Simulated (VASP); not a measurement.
A run of VASP 6.6.1:

Contents of POSCAR:

```
SiC
1.0
   -3.0751950066      0.0000000000      0.0000000000
   -1.5375975033     -2.6631969973      0.0000000000
   -3.0753487663     -1.7755534381     10.0963337124
Si C
4 4
Direct
   -0.2707311626     -0.2707311626      0.9060514413
    0.0626188374      0.0626188374      0.4060514413
    0.5626271708      0.5626271708      0.1560514413
    0.2292771708      0.2292771708      0.6560514413
    0.2706978292      0.2706978292      0.0939485587
   -0.0626521708     -0.0626521708      0.5939485587
    0.4373561626      0.4373561626      0.3439485587
    0.1040061626      0.1040061626      0.8439485587
```

The input INCAR.step1:

```
PREC     = Accurate       # precision mode
ENCUT    = 520            # plane-wave cutoff, eV
ISMEAR   = 0              # smearing method
SIGMA    = 0.05           # smearing width, eV
LREAL    = F              # projectors in reciprocal space
LASPH    = T              # aspherical terms in the spheres
NELM     = 100            # most SCF steps
NBANDS   = 26             # bands
GGA      = PE             # functional
ALGO     = Normal         # electronic algorithm
EDIFF    = 1E-4           # SCF threshold, eV
LWAVE    = T              # write WAVECAR
LCHARG   = F              # write CHGCAR
```

INCAR.step2

```
PREC     = Accurate       # precision mode
ENCUT    = 520            # plane-wave cutoff, eV
EDIFF    = 1E-7           # SCF threshold, eV
ISMEAR   = 0              # smearing method
SIGMA    = 0.05           # smearing width, eV
LREAL    = F              # projectors in reciprocal space
LASPH    = T              # aspherical terms in the spheres
NELM     = 100            # most SCF steps
ALGO     = Normal         # electronic algorithm
ISIF     = 2              # what is computed and relaxed
LWAVE    = F              # write WAVECAR
LCHARG   = T              # write CHGCAR
METAGGA  = R2SCAN         # meta-GGA
LMIXTAU  = T            
LELF     = T              # ELF
LVHAR    = T            
NBANDS   = 26             # bands
ISTART   = 1
```

The input KPOINTS:

```
regular mesh
0
Gamma
  8 8 3
```

Potentials or basis: VASP PAW PBE potentials, release 64 (Si, C).

Run with:

```console
$ cat potpaw_PBE.64/Si/POTCAR potpaw_PBE.64/C/POTCAR > POTCAR
$ cp INCAR.step1 INCAR
$ mpirun -np 1 vasp_std > vasp.out
$ cp INCAR.step2 INCAR
$ mpirun -np 1 vasp_std > vasp.out
```

Hardware: 1 thread of AMD EPYC 7R13, with other jobs on the host.

Q: Estimate the wall time of this run.

A: It took 5.4 min on 1 thread of AMD EPYC 7R13 (shared host), peak memory 0.26 GiB. Counts: k points 57.
